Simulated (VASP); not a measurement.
# Re (Pm-3m) in VASP: further runs, part 2 of 2

VASP 6.6.1.

### Step 5. Single point, PBE (volume scaled by 0.96)

File INCAR:

```
ALGO     = Normal         # electronic algorithm
EDIFF    = 1E-7           # SCF threshold, eV
ENCUT    = 520            # plane-wave cutoff, eV
GGA      = PE             # functional
ISIF     = 2              # what is computed and relaxed
ISMEAR   = -1             # smearing method
LASPH    = T              # aspherical terms in the spheres
LCHARG   = F              # write CHGCAR
LREAL    = F              # projectors in reciprocal space
LWAVE    = F              # write WAVECAR
NBANDS   = 10             # bands
NELM     = 80             # most SCF steps
PREC     = Accurate       # precision mode
SIGMA    = 0.1            # smearing width, eV
```

File KPOINTS:

```
k-points
0
Gamma
  14 14 14
```

File POSCAR:

```
Re
1.0
    2.5456177499      0.0000000000      0.0000000000
    0.0000000000      2.5456177499      0.0000000000
    0.0000000000      0.0000000000      2.5456177499
Re
1
Direct
    0.0000000000      0.0000000000      0.0000000000
```

Launch:

```
> cat potpaw_PBE.64/Re/POTCAR > POTCAR
> mpirun -np 1 vasp_std > vasp.out
```

Wall time 16 s (1 thread of Intel Xeon Platinum 8259CL at 2.50GHz (Skylake/Cascade Lake), shared host); peak memory 0.14 GiB.

It converged, with:

```
Free energy : -11.0696 eV
Pressure    : 9.8 GPa
```

Levels at points of the mesh, in eV from the Fermi level:
| k point | band 1 | band 2 | band 3 | band 4 | band 5 | band 6 | band 7 | band 8 |
| --- | --- | --- | --- | --- | --- | --- | --- | --- |
| (0.00, 0.00, 0.00) | -9.49 | -5.65 | -5.65 | 3.63 | 3.63 | 3.63 | 15.59 | 15.59 |
| (0.50, 0.00, 0.00) | -6.02 | -4.68 | -1.11 | -0.18 | -0.18 | 4.04 | 8.67 | 15.14 |
| (0.50, 0.50, 0.00) | -6.70 | -4.04 | 0.58 | 0.58 | 4.77 | 4.77 | 6.38 | 14.34 |
| (0.50, 0.50, 0.50) | -5.06 | -5.06 | -5.06 | 6.66 | 6.66 | 7.80 | 11.95 | 11.95 |

Caveat: spin-orbit coupling is left out, which moves the levels of the heavy elements.

### Step 6. Single point, PBE

File INCAR:

```
ALGO = Normal
EDIFF = 1E-6
ENCUT = 520
GGA = PE
ISIF = 2
ISMEAR = -1
LASPH = T
LCHARG = F
LREAL = F
LWAVE = F
NBANDS = 10
NELM = 100
PREC = Accurate
SIGMA = 0.1
```

KPOINTS is that of step 5.

File POSCAR:

```
Re
1.0
    2.5804935598      0.0000000000      0.0000000000
    0.0000000000      2.5804935598      0.0000000000
    0.0000000000      0.0000000000      2.5804935598
Re
1
Direct
    0.0000000000      0.0000000000      0.0000000000
```

Potentials or basis: VASP PAW PBE potentials, release 64 (Re).

Launch:

```
> cat potpaw_PBE.64/Re/POTCAR > POTCAR
> mpirun -np 1 vasp_std > vasp.out
```

OUTCAR:

```text
EDIFF = 1E-6
   ENCUT = 520
   GGA = PE
   ISIF = 2
   ISMEAR = -1
   LASPH = T
   LREAL = F
   NELM = 100
   PREC = Accurate

 ion  position               nearest neighbor table
   1  0.000  0.000  0.000-

  LATTYP: Found a simple cubic cell.
 ALAT       =     2.5804935598

  Lattice vectors:

 A1 = (   2.5804935598,   0.0000000000,   0.0000000000)
 A2 = (   0.0000000000,   2.5804935598,   0.0000000000)
 A3 = (   0.0000000000,   0.0000000000,   2.5804935598)

Analysis of symmetry for initial positions (statically):
=====================================================================
 Subroutine PRICEL returns:
 Original cell was already a primitive cell.

 Routine SETGRP: Setting up the symmetry group for a
 simple cubic supercell.

 Subroutine GETGRP returns: Found 48 space group operations
 (whereof 48 operations were pure point group operations)
 out of a pool of 48 trial point group operations.

The static configuration has the point symmetry O_h .

Analysis of symmetry for dynamics (positions and initial velocities):
=====================================================================
 Subroutine PRICEL returns:
 Original cell was already a primitive cell.

 Routine SETGRP: Setting up the symmetry group for a
 simple cubic supercell.

 Subroutine GETGRP returns: Found 48 space group operations
 (whereof 48 operations were pure point group operations)
 out of a pool of 48 trial point group operations.

The dynamic configuration has the point symmetry O_h .

 Subroutine INISYM returns: Found 48 space group operations
 (whereof 48 operations are pure point group operations),
 and found     1 'primitive' translations

----------------------------------------------------------------------------------------

                                     Primitive cell

[... 104 lines left out ...]
   EFERMI_NEDOS =   21; number of points for ismear=-14 and -15
   IALGO  =     38    algorithm
   IMIX   =      4    mixing-type and parameters
     AMIX     =   0.40;   BMIX     =  1.00
     AMIX_MAG =   1.60;   BMIX_MAG =  1.00
  volume/ion in A,a.u.               =      17.18       115.96
  Fermi-wavevector in a.u.,A,eV,Ry     =   1.213588  2.293349 20.038615  1.472797
  Thomas-Fermi vector in A             =   2.349036
   LORBIT       =      0    0 simple, 1 ext, 2 COOP (PROOUT), +10 PAW based schemes
   GGA     = PE    functional components
   LHFCALC =     F    Hartree Fock is set to
   AEXX    =    0.0000 exact exchange contribution
   IVDW    =     0    specifies the selected vdW correction
   LEPSILON=     F    determine dielectric tensor
   LRPA    =     F    only Hartree local field effects (RPA)
 non-spin polarized calculation
  energy-cutoff  :      520.00
  volume of cell :       17.18
 maximum number of plane-waves:       480
 NGX is ok and might be reduce to    20
   NGX =  9   NGY =  9   NGZ =  9

 number of electron       7.0000001 magnetization

 Free energy of the ion-electron system (eV)
  ---------------------------------------------------
  ext. energy  EPLUGINS =         0.00000000
  ---------------------------------------------------
  free energy    TOTEN  =       -11.08652817 eV

  energy without entropy =      -11.04659848  energy(sigma->0) =      -11.06656332

 E-fermi :   6.6559     XC(G=0): -12.7300

 val. band max:        6.6302018590   @ k =   0.4286   0.0000   0.0000
 cond. band min:       6.6597139065   @ k =   0.4286   0.4286   0.0714
 fundamental gap:      0.0295120475
 Fermi energy:         6.6559226031

 k-point     1 :       0.0000    0.0000    0.0000
  band No.  band energies     occupation
      1      -2.5587      2.00000
      2       1.2947      2.00000
      3       1.2947      2.00000
      4      10.0612      0.00000
      5      10.0612      0.00000
      6      10.0612      0.00000
      7      21.8927      0.00000
      8      21.8927      0.00000
      9      21.8927      0.00000
     10      27.8484      0.00000
[... 287 lines left out ...]
 k-point    24 :       0.3571    0.2143    0.0000
  band No.  band energies     occupation
      1       1.1394      2.00000
      2       2.7956      2.00000
      3       4.4382      2.00000
      4       7.2650      0.00452
      5       7.4250      0.00091
      6       8.8757      0.00000
      7      16.0708      0.00000
      8      21.4451      0.00000
      9      24.5490      0.00000
     10      29.2824      0.00000

 [... further k-points ...]
[... 5 lines left out ...]
  --------------------------------------------------------------------------------------
  -------------------------------------------------------------------------------------
  Total       -0.1745176     -0.1745176     -0.1745176      0.0000000      0.0000000     -0.0000000
  in kB      -16.2720236    -16.2720236    -16.2720236      0.0000000      0.0000000     -0.0000000
  external PRESSURE =     -16.2720236 kB  Pullay stress =       0.0000000 kB

 VOLUME and BASIS-vectors are now :
 -----------------------------------------------------------------------------
  energy-cutoff  :      520.00
  volume of cell :       17.18
      direct lattice vectors                 reciprocal lattice vectors
     2.580493560  0.000000000  0.000000000     0.387522765  0.000000000  0.000000000
     0.000000000  2.580493560  0.000000000     0.000000000  0.387522765  0.000000000
     0.000000000  0.000000000  2.580493560     0.000000000  0.000000000  0.387522765

 POSITION                                       TOTAL-FORCE (eV/Angst)
 -----------------------------------------------------------------------------------
      0.00000      0.00000      0.00000         0.000000      0.000000      0.000000
 -----------------------------------------------------------------------------------
    total drift:                               -0.000000      0.000000      0.000000

  FREE ENERGIE OF THE ION-ELECTRON SYSTEM (eV)
  ---------------------------------------------------
  free  energy   TOTEN  =       -11.0865281675 eV

  energy  without entropy=      -11.0465984780  energy(sigma->0) =      -11.06656332
```

It took 14 s on 1 thread of Intel Xeon Platinum 8259CL at 2.50GHz (Skylake/Cascade Lake), shared host; peak memory 0.14 GiB.

Results:

- Free energy: -11.0865 eV
- Pressure: -1.6 GPa

Caveat: spin-orbit coupling is left out, which moves the levels of the heavy elements.

### Step 7. Summary

```tsv
cell	k mesh	gap on the mesh (eV)	pressure (GPa)
a = 2.580 Å, 1 atom	12 × 12 × 12	none	-1.0
a = 2.473 Å, 1 atom	14 × 14 × 14	none	41.8
a = 2.510 Å, 1 atom	14 × 14 × 14	none	24.1
a = 2.546 Å, 1 atom	14 × 14 × 14	none	9.8
a = 2.580 Å, 1 atom	14 × 14 × 14	none	-1.6
```

Alike in all rows: task single point; level PBE; potentials or basis VASP PAW PBE potentials, release 64 (Re); no spin polarisation; cutoff (eV) 520; smearing fermi-dirac 0.1 eV.

Caveats: spin-orbit coupling is left out, which moves the levels of the heavy elements.

Total energies depend on the potentials used, so only differences within one code and one set of settings carry meaning.
